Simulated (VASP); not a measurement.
# AlSi11O24 (a cell with a defect) in VASP: single point with PBEsol

Aim: the single point of AlSi11O24 (a cell with a defect) with PBEsol.

Program: VASP 6.6.1. These are calculated values, not measurements. Logs are shortened: lines on timing, memory, paths and dates and some standing lists are left out, and cuts for length are marked.

## 1. The cell of the first run

The cell holds a defect, 72 atoms: a = 8.389 Å, b = 8.389 Å, c = 8.036 Å, α = 90.00°, β = 90.00°, γ = 90.00°.

## 2. Single point, PBEsol, collinear spin

Input file INCAR:

```
SYSTEM = AlSi11O24
PREC = Accurate
ENCUT = 520
EDIFF = 1E-6
ISMEAR = -1
SIGMA = 0.05
LREAL = Auto
LASPH = .True.
NELM = 200
ALGO = Normal
ISIF = 2
LWAVE = .False.
LCHARG = .False.
ISPIN = 2
MAGMOM = 0 0 0 0 0 0 0 0 0 0 0 0 0 0 0 0 0 0 0 0 0 0 0.167 0.167 0 0 0 0 0 0 0 0 0 0.167 0.167 0 0.167 0.167 0 0 0 0 0 0 0 0 0 0 0 0 0 0 0 0 0.167 0.167 0.167 0 0 0 0 0 0 0.167 0.167 0.167 0 0 0 0 0 0
LORBIT = 11
GGA = PS
ISYM = -1
NBANDS = 237
GGA_COMPAT = .False.
```

Input file KPOINTS:

```
explicit points
1
Reciprocal
  0.25000000   0.25000000   0.25000000 1
```

Input file POSCAR:

```
AlSi11O24
1.0
    8.3886930000      0.0000000000      0.0000000000
    0.0000000000      8.3886930000      0.0000000000
    0.0000000000      0.0000000000      8.0356430000
Si Al O
22 2 48
Direct
    0.9996600000      0.0000840000      0.9998290000
    0.9996760000      0.0000840000      0.3332740000
    0.9996620000      0.0000760000      0.6665530000
    0.9997310000      0.5001870000      0.9997330000
    0.9995990000      0.4999740000      0.3333660000
    0.9996700000      0.5000870000      0.6665510000
    0.4997690000      0.0001320000      0.9997360000
    0.4995600000      0.0000280000      0.3333650000
    0.4996560000      0.0000950000      0.6665490000
    0.4996610000      0.5000720000      0.6665490000
    0.2481870000      0.2485970000      0.1665060000
    0.2490000000      0.2494410000      0.4989340000
    0.2489630000      0.2493660000      0.8341620000
    0.2518850000      0.7478630000      0.1665540000
    0.2516610000      0.7481320000      0.5009470000
    0.2516180000      0.7480890000      0.8321610000
    0.7474450000      0.2523000000      0.1665550000
    0.7477210000      0.2520700000      0.5009480000
    0.7476680000      0.2520330000      0.8321570000
    0.7511550000      0.7515560000      0.1665940000
    0.7503690000      0.7508000000      0.4989270000
    0.7503310000      0.7507400000      0.8341660000
    0.4995740000      0.5000120000      0.0006960000
    0.4997620000      0.5001700000      0.3323980000
    0.1496260000      0.1500440000      0.9997920000
    0.1496540000      0.1500700000      0.3334050000
    0.1520070000      0.1524240000      0.6665880000
    0.1505870000      0.6537920000      0.9984650000
    0.1506220000      0.6536860000      0.3346240000
    0.1487600000      0.6547780000      0.6665780000
    0.6533730000      0.1510010000      0.9984630000
    0.6532660000      0.1510450000      0.3346220000
    0.6543510000      0.1491800000      0.6665780000
    0.6581790000      0.6585950000      0.0002800000
    0.6582250000      0.6586410000      0.3329760000
    0.6541480000      0.6545680000      0.6664840000
    0.3411100000      0.3415190000      0.0000990000
    0.3411580000      0.3415730000      0.3328240000
    0.3451810000      0.3455960000      0.6666080000
    0.3460640000      0.8491180000      0.9984900000
    0.3459560000      0.8491600000      0.3346320000
    0.3449770000      0.8509840000      0.6665290000
    0.8487020000      0.3464770000      0.9984860000
    0.8487430000      0.3463710000      0.3346310000
    0.8505590000      0.3453990000      0.6665320000
    0.8496840000      0.8501010000      0.9996950000
    0.8497140000      0.8501250000      0.3333110000
    0.8473250000      0.8477440000      0.6665140000
    0.0951130000      0.4021470000      0.1665370000
    0.0966310000      0.4029300000      0.5001800000
    0.0964750000      0.4029360000      0.8329590000
    0.0974330000      0.9023230000      0.1665510000
    0.0969430000      0.9027730000      0.5004420000
    0.0969810000      0.9028170000      0.8326650000
    0.6038940000      0.3958040000      0.1665360000
    0.5997890000      0.3997580000      0.5075070000
    0.5999750000      0.3999620000      0.8255960000
    0.5976100000      0.9046620000      0.1665620000
    0.5968070000      0.9032870000      0.5001390000
    0.5968170000      0.9031060000      0.8329190000
    0.4017340000      0.0955230000      0.1665380000
    0.4025000000      0.0970610000      0.5001760000
    0.4025190000      0.0968850000      0.8329610000
    0.3953890000      0.6043020000      0.1665510000
    0.3993470000      0.6001900000      0.5075080000
    0.3995410000      0.6003960000      0.8255920000
    0.9018980000      0.0978550000      0.1665540000
    0.9023620000      0.0973560000      0.5004410000
    0.9023970000      0.0973990000      0.8326610000
    0.9042480000      0.5980160000      0.1665610000
    0.9028590000      0.5972330000      0.5001410000
    0.9026950000      0.5972370000      0.8329200000
```

Potentials or basis: VASP PAW PBE potentials, release 64 (Si, Al, O).

Started as:

```sh
$ cat potpaw_PBE.64/Si/POTCAR potpaw_PBE.64/Al/POTCAR potpaw_PBE.64/O/POTCAR > POTCAR
$ mpirun -np 1 vasp_std > vasp.out
```

OUTCAR:

```text
SYSTEM = AlSi11O24
   PREC = Accurate
   ENCUT = 520
   EDIFF = 1E-6
   ISMEAR = -1
   LREAL = Auto
   LASPH = .True.
   NELM = 200
   ISIF = 2
   ISPIN = 2
   LORBIT = 11
   GGA = PS
   ISYM = -1

 ion  position               nearest neighbor table
   1  1.000  0.000  1.000-  69 1.77  54 1.77  52 1.77  67 1.77  25 1.78  46 1.78   3 2.68   2 2.68

   2  1.000  0.000  0.333-  53 1.77  68 1.77  52 1.77  67 1.77  47 1.78  26 1.78   3 2.68   1 2.68

   3  1.000  0.000  0.667-  54 1.76  68 1.76  69 1.76  53 1.76  48 1.81  27 1.81   1 2.68   2 2.68
[... 37 lines left out ...]
  22  0.750  0.751  0.834-  34 1.73  36 1.77  48 1.77  46 1.78  72 1.81  60 1.81  20 2.67  21 2.69

  23  0.500  0.500  0.001-  64 1.82  55 1.82  66 1.84  57 1.84  37 1.88  34 1.88  24 2.67  10 2.69
                            14 3.23  17 3.23  16 3.24  19 3.24
  24  0.500  0.500  0.332-  64 1.82  55 1.82  65 1.84  56 1.84  35 1.88  38 1.88  23 2.67  10 2.69
                            17 3.23  14 3.23  18 3.24  15 3.24
  25  0.150  0.150  1.000-  13 1.78  11 1.78   1 1.78
  26  0.150  0.150  0.333-  12 1.78  11 1.78   2 1.78
  27  0.152  0.152  0.667-  13 1.77  12 1.77   3 1.81
  28  0.151  0.654  0.998-  16 1.77  14 1.78   4 1.81
  29  0.151  0.654  0.335-  15 1.77  14 1.78   5 1.81
  30  0.149  0.655  0.667-  16 1.77  15 1.77   6 1.80
[... 40 lines left out ...]
  71  0.903  0.597  0.500-   6 1.76   5 1.77  21 1.82
  72  0.903  0.597  0.833-   6 1.76   4 1.77  22 1.81

IMPORTANT INFORMATION: All symmetrisations will be switched off!
NOSYMM: (Re-)initialisation of all symmetry stuff for point group C_1.

----------------------------------------------------------------------------------------

                                     Primitive cell

  volume of cell :     565.4696

  direct lattice vectors                    reciprocal lattice vectors
     8.388693000  0.000000000  0.000000000     0.119208082  0.000000000  0.000000000
     0.000000000  8.388693000  0.000000000     0.000000000  0.119208082  0.000000000
     0.000000000  0.000000000  8.035643000     0.000000000  0.000000000  0.124445548

  length of vectors
     8.388693000  8.388693000  8.035643000     0.119208082  0.119208082  0.124445548

  position of ions in fractional coordinates (direct lattice)
     0.999660000  0.000084000  0.999829000
     0.999676000  0.000084000  0.333274000
     0.999662000  0.000076000  0.666553000
     0.999731000  0.500187000  0.999733000
     0.999599000  0.499974000  0.333366000
     0.999670000  0.500087000  0.666551000
[... 64 lines left out ...]
     0.902859000  0.597233000  0.500141000
     0.902695000  0.597237000  0.832920000

  ion indices of the primitive-cell ions
   primitive index   ion index
                 1           1
                 2           2
                 3           3
                 4           4
                 5           5
                 6           6
[... 64 lines left out ...]
                71          71
                72          72

----------------------------------------------------------------------------------------

 KPOINTS: explicit points

Read explicit list of k-points.

 Found      1 k-points:

 Following reciprocal coordinates:
            Coordinates               Weight
  0.250000  0.250000  0.250000      1.000000
   k-points           NKPTS =      1   k-points in BZ     NKDIM =      1   number of bands    NBANDS=    237
   number of dos      NEDOS =    301   number of ions     NIONS =     72
   total plane-waves  NPLWV = 245760
   dimension x,y,z NGX =    64 NGY =   64 NGZ =   60
   dimension x,y,z NGXF=   128 NGYF=  128 NGZF=  120
   ions per type =              22   2  48
   NGX,Y,Z   is equivalent  to a cutoff of  12.68, 12.68, 12.41 a.u.
   NGXF,Y,Z  is equivalent  to a cutoff of  25.37, 25.37, 24.83 a.u.
 SYSTEM =  AlSi11O24
   PREC   = accura    normal or accurate (medium, high low for compatibility)
   ISTART =      0    job   : 0-new  1-cont  2-samecut
   ICHARG =      2    charge: 1-file 2-atom 10-const
   ISPIN  =      2    spin polarized calculation?
   LNONCOLLINEAR =      F non collinear calculations
   LSORBIT =      F    spin-orbit coupling
   LASPH  =      T    aspherical Exc in radial PAW
   ENCUT  =  520.0 eV  38.22 Ry    6.18 a.u.  15.60 15.60 14.94*2*pi/ulx,y,z
   NELM   =    200;   NELMIN=  2; NELMDL= -5     # of ELM steps
   EDIFF  = 0.1E-05   stopping-criterion for ELM
   LREAL  =      T    real-space projection
   EDIFFG = 0.1E-04   stopping-criterion for IOM
   NSW    =      0    number of steps for IOM
   IBRION =     -1    ionic relax: 0-MD 1-quasi-New 2-CG
   NFREE  =      0    steps in history (QN), initial steepest desc. (CG)
   ISIF   =      2    stress and relaxation
   ISYM   =     -1    0-nonsym 1-usesym 2-fastsym
   POTIM  = 0.5000    time-step for ionic-motion
   TEBEG  =    0.0;   TEEND  =   0.0 temperature during run
   PSTRESS=    0.0 pullay stress
   NELECT =     382.0000    total number of electrons
   NUPDOWN=      -1.0000    fix difference up-down
   EMIN   =  10.00;   EMAX   =-10.00  energy-range for DOS
   EFERMI =   0.00;   METHOD = LEGACY
   ISMEAR =    -1;   SIGMA  =   0.05  broadening in eV -4-tet -1-fermi 0-gaus
   EFERMI_NEDOS =   21; number of points for ismear=-14 and -15
   IALGO  =     38    algorithm
   IMIX   =      4    mixing-type and parameters
     AMIX     =   0.40;   BMIX     =  1.00
     AMIX_MAG =   1.60;   BMIX_MAG =  1.00
  volume/ion in A,a.u.               =       7.85        53.00
  Fermi-wavevector in a.u.,A,eV,Ry     =   1.436458  2.714512 28.074411  2.063411
  Thomas-Fermi vector in A             =   2.555644
   LORBIT       =     11    0 simple, 1 ext, 2 COOP (PROOUT), +10 PAW based schemes
   GGA     = PS    functional components
   LHFCALC =     F    Hartree Fock is set to
   AEXX    =    0.0000 exact exchange contribution
   IVDW    =     0    specifies the selected vdW correction
   LEPSILON=     F    determine dielectric tensor
   LRPA    =     F    only Hartree local field effects (RPA)
 spin polarized calculation
  energy-cutoff  :      520.00
  volume of cell :      565.47
 maximum number of plane-waves:     15222
 NGX is ok and might be reduce to    64
   NGX = 31   NGY = 31   NGZ = 29

 number of electron     381.9999815 magnetization      -0.0122979

 number of electron     381.9999815 magnetization       0.0014416

 Free energy of the ion-electron system (eV)
  ---------------------------------------------------
  ext. energy  EPLUGINS =         0.00000000
  ---------------------------------------------------
  free energy    TOTEN  =      -582.19996495 eV

  energy without entropy =     -582.18776991  energy(sigma->0) =     -582.19386743

 E-fermi :   7.4124     XC(G=0): -12.4478

 val. band max:        7.1539646317   @ k =   0.2500   0.2500   0.2500
 cond. band min:       7.6412115294   @ k =   0.2500   0.2500   0.2500
 fundamental gap:      0.4872468977
 Fermi energy:         7.4124399308

 spin component 1

 k-point     1 :       0.2500    0.2500    0.2500
  band No.  band energies     occupation
      1     -14.3210      1.00000
      2     -13.7788      1.00000
      3     -13.6402      1.00000
      4     -13.5910      1.00000
      5     -13.1389      1.00000
      6     -13.1035      1.00000
[... 195 lines left out ...]
    202      15.8355      0.00000
    203      15.8928      0.00000
 Fermi energy:         7.4124399308

 spin component 2

 k-point     1 :       0.2500    0.2500    0.2500
  band No.  band energies     occupation
      1     -14.3210      1.00000
      2     -13.7787      1.00000
      3     -13.6402      1.00000
      4     -13.5910      1.00000
      5     -13.1389      1.00000
      6     -13.1035      1.00000
[... 195 lines left out ...]
    202      15.8355      0.00000
    203      15.8928      0.00000
 [bands above 203 left out]

------------------------ aborting loop because EDIFF is reached ----------------------------------------

  FORCE on cell =-STRESS in cart. coord.  units (eV):
  Direction    XX          YY          ZZ          XY          YZ          ZX
  --------------------------------------------------------------------------------------
  -------------------------------------------------------------------------------------
  Total       12.1938223     12.1861023     19.4306176      4.5648570      1.4934435      1.4894306
  in kB       34.5494557     34.5275822     55.0538825     12.9338711      4.2314592      4.2200892
  external PRESSURE =      41.3769735 kB  Pullay stress =       0.0000000 kB

 VOLUME and BASIS-vectors are now :
 -----------------------------------------------------------------------------
  energy-cutoff  :      520.00
  volume of cell :      565.47
      direct lattice vectors                 reciprocal lattice vectors
     8.388693000  0.000000000  0.000000000     0.119208082  0.000000000  0.000000000
     0.000000000  8.388693000  0.000000000     0.000000000  0.119208082  0.000000000
     0.000000000  0.000000000  8.035643000     0.000000000  0.000000000  0.124445548

 POSITION                                       TOTAL-FORCE (eV/Angst)
 -----------------------------------------------------------------------------------
      8.38584      0.00070      8.03427         0.001384      0.000980      0.001188
      8.38598      0.00070      2.67807         0.000058      0.001136     -0.001193
      8.38586      0.00064      5.35618         0.001775      0.001745     -0.000287
      8.38644      4.19592      8.03350         0.000953     -0.001256      0.000064
      8.38533      4.19413      2.67881         0.001556      0.000625      0.000499
      8.38592      4.19508      5.35617        -0.000762      0.000376      0.000077
[... 64 lines left out ...]
      7.57381      5.01000      4.01895        -0.023322      0.022767     -0.001891
      7.57243      5.01004      6.69305        -0.024652      0.023792      0.000296
 -----------------------------------------------------------------------------------
    total drift:                                0.033505     -0.017757     -0.002556

  FREE ENERGIE OF THE ION-ELECTRON SYSTEM (eV)
  ---------------------------------------------------
  free  energy   TOTEN  =      -582.1999649496 eV

  energy  without entropy=     -582.1877699051  energy(sigma->0) =     -582.19386743

 total charge

# of ion       s       p       d       tot
------------------------------------------
    1        0.593   0.886   0.000   1.479
    2        0.593   0.886   0.000   1.479
    3        0.592   0.879   0.000   1.471
    4        0.590   0.876   0.000   1.467
    5        0.590   0.876   0.000   1.467
    6        0.591   0.879   0.000   1.470
[... 64 lines left out ...]
   71        1.547   3.657   0.000   5.203
   72        1.547   3.657   0.000   5.203
--------------------------------------------------
tot         87.927 195.848   0.000 283.775

 magnetization (x)

# of ion       s       p       d       tot
------------------------------------------
    1       -0.000  -0.000   0.000  -0.000
    2       -0.000  -0.000   0.000  -0.000
    3       -0.000  -0.000   0.000  -0.000
    4        0.000   0.000   0.000   0.000
    5        0.000   0.000   0.000   0.000
    6        0.000   0.000   0.000   0.000
[... 64 lines left out ...]
   71       -0.000  -0.000   0.000  -0.000
   72       -0.000  -0.000   0.000  -0.000
--------------------------------------------------
tot          0.000  -0.000   0.000  -0.000
```

It took 17 min on 1 thread of Intel Xeon 8259CL, shared host; peak memory 0.81 GiB.

What came out:

```yaml
Free_energy: -582.2000 eV
Pressure: 4.1 GPa
Largest_force: 0.080 eV/Å
Net_moment: 0.00 μB per cell
Valence_electrons_inside_the_program's_atomic_spheres: Si 1.48, 1.47 (each value once); Al 0.77; O 5.21, 5.20, 5.22 (each value once)
```

Forces on the atoms (eV/Å):
```
Si   0.001  0.001  0.001
Si   0.000  0.001 -0.001
Si   0.002  0.002  0.000
Si   0.001 -0.001  0.000
Si   0.002  0.001  0.000
Si  -0.001  0.000  0.000
Si   0.001  0.002  0.000
Si   0.000  0.000  0.000
Si   0.002 -0.002  0.000
Si   0.002  0.001  0.000
Si  -0.013 -0.010 -0.002
Si  -0.011 -0.014  0.015
Si  -0.013 -0.011 -0.012
Si  -0.045  0.043  0.001
Si  -0.011  0.010 -0.007
Si  -0.013  0.010  0.006
Si   0.044 -0.045 -0.001
Si   0.010 -0.011 -0.008
Si   0.010 -0.012  0.009
Si   0.009  0.014  0.000
Si   0.011  0.012  0.015
Si   0.009  0.012 -0.016
Al   0.000 -0.004  0.006
Al   0.001 -0.001 -0.005
O   -0.012 -0.012  0.000
O   -0.013 -0.012 -0.001
O   -0.018 -0.017 -0.002
O   -0.018 -0.018  0.000
O   -0.018 -0.019 -0.001
O   -0.019 -0.023 -0.001
O   -0.019 -0.017  0.000
O   -0.019 -0.017  0.000
O   -0.020 -0.020  0.000
O   -0.056 -0.057  0.000
O   -0.056 -0.057  0.001
O   -0.029 -0.030  0.002
O    0.055  0.056  0.003
O    0.056  0.056  0.000
O    0.032  0.031  0.001
O    0.019  0.016 -0.001
O    0.018  0.017  0.002
O    0.021  0.020  0.000
O    0.017  0.020 -0.001
O    0.018  0.021  0.000
O    0.021  0.022  0.000
O    0.010  0.009  0.000
O    0.010  0.010  0.000
O    0.017  0.016  0.000
O    0.021 -0.022  0.001
O    0.027 -0.024 -0.001
O    0.025 -0.023  0.001
O    0.026 -0.027 -0.001
O    0.026 -0.026 -0.004
O    0.026 -0.027  0.003
O   -0.025  0.030  0.001
O   -0.003  0.001 -0.016
O    0.000  0.002  0.017
O    0.023 -0.025  0.000
O    0.026 -0.026 -0.001
O    0.025 -0.025  0.002
O   -0.022  0.023  0.000
O   -0.021  0.023  0.000
O   -0.022  0.025  0.002
O    0.029 -0.024  0.001
O    0.000 -0.001 -0.018
O    0.002 -0.001  0.017
O   -0.027  0.027 -0.001
O   -0.028  0.027 -0.002
O   -0.027  0.026  0.002
O   -0.027  0.024 -0.001
O   -0.023  0.023 -0.002
O   -0.025  0.024  0.000
```

Stress tensor (GPa, compression positive):
```
3.45 1.29 0.42
1.29 3.45 0.42
0.42 0.42 5.51
```

Caveat: the PAW data sets were made with another functional, which shifts forces and pressure a little.
